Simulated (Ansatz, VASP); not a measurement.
# Fe: VASP beside Ansatz

The input INCAR:

```
SYSTEM = Fe
ALGO     = Normal         ! electronic algorithm
EDIFF    = 1E-6           ! SCF threshold, eV
ENCUT    = 600            ! plane-wave cutoff, eV
GGA      = PE             ! functional
GGA_COMPAT= .False.      
ISIF     = 2              ! what is computed and relaxed
ISMEAR   = -1             ! smearing method
ISPIN    = 2              ! spin polarisation
LASPH    = .True.         ! aspherical terms in the spheres
LCHARG   = .True.         ! write CHGCAR
LDAU     = .True.         ! DFT+U
LDAUJ    = 0            
LDAUL    = 2              ! shell
LDAUPRINT= 1            
LDAUTYPE = 2            
LDAUU    = 1.5            ! U, eV
LELF     = .True.         ! ELF
LMAXMIX  = 4              ! l up to which the mixer works
LORBIT   = 11             ! projections on sites
LREAL    = .False.        ! projectors in reciprocal space
LVHAR    = .True.       
LWAVE    = .False.        ! write WAVECAR
MAGMOM   = 1.25 1.25      ! initial moments
NBANDS   = 19             ! bands
NELM     = 200            ! most SCF steps
PREC     = Accurate       ! precision mode
SIGMA    = 0.05           ! smearing width, eV
```

Contents of KPOINTS:

```
k-points
0
Gamma
  4 4 4
  0 0 0
```

File POSCAR:

```
Fe
1.0
    2.8557110000      0.0000000000      0.0000000000
    0.0000000000      2.8557110000      0.0000000000
    0.0000000000      0.0000000000      2.8557110000
Fe
2
Direct
    0.0000000000      0.0000000000      0.0000000000
    0.5000000000      0.5000000000      0.5000000000
```

Input for Ansatz:

```yaml
crystal:
  lattice:
    - [2.855711, 0, 0]
    - [0, 2.855711, 0]
    - [0, 0, 2.855711]
  atoms:
    - { symbol: Fe, position: [0, 0, 0], spin: 1.25 }
    - { symbol: Fe, position: [0.5, 0.5, 0.5], spin: 1.25 }
kpoints:
  mp_grid: { grid: [4, 4, 4], shift: [0, 0, 0] }
hamiltonian:
  xc: pbe
  pseudopotentials: { kind: nc }
  hubbard: [{ species: Fe, l: d, u_eff: 1.5 }]
magnetization:
  spin_polarized: true
scf:
  occupations: { method: fermi_dirac, width: 0.05 }
  eigensolver: { full_accuracy: true }
```

Alike in both runs: task single point; functional PBE; k mesh 4 × 4 × 4; occupations fermi-dirac, width 0.05 eV; collinear spin; Hubbard terms Fe d U = 1.5 eV.

|  | VASP | Ansatz |
| --- | --- | --- |
| version | VASP 6.6.1 | Ansatz 0.2 development build |
| potentials or method | VASP PAW PBE potentials, release 64 (Fe) | scalar-relativistic |
| plane-wave cutoff (eV) | 600 | 1225 |

VASP gave:

```
net moment per atom (μB)                                      : 2.69
size of the moment on the site where the two differ most (μB) : 2.73
```

**Question.** Estimate Ansatz's values.

**Answer.** net moment per atom (μB): 2.64; size of the moment on the site where the two differ most (μB): 2.71.

Site moments also hang on the region over which each program counts them. The programs project onto different local orbitals, so the same U acts differently, and such runs can settle in different states. Ansatz's warnings: filled band counts differ across k points.

The k mesh is coarse, so the values compare programs but aren't converged.
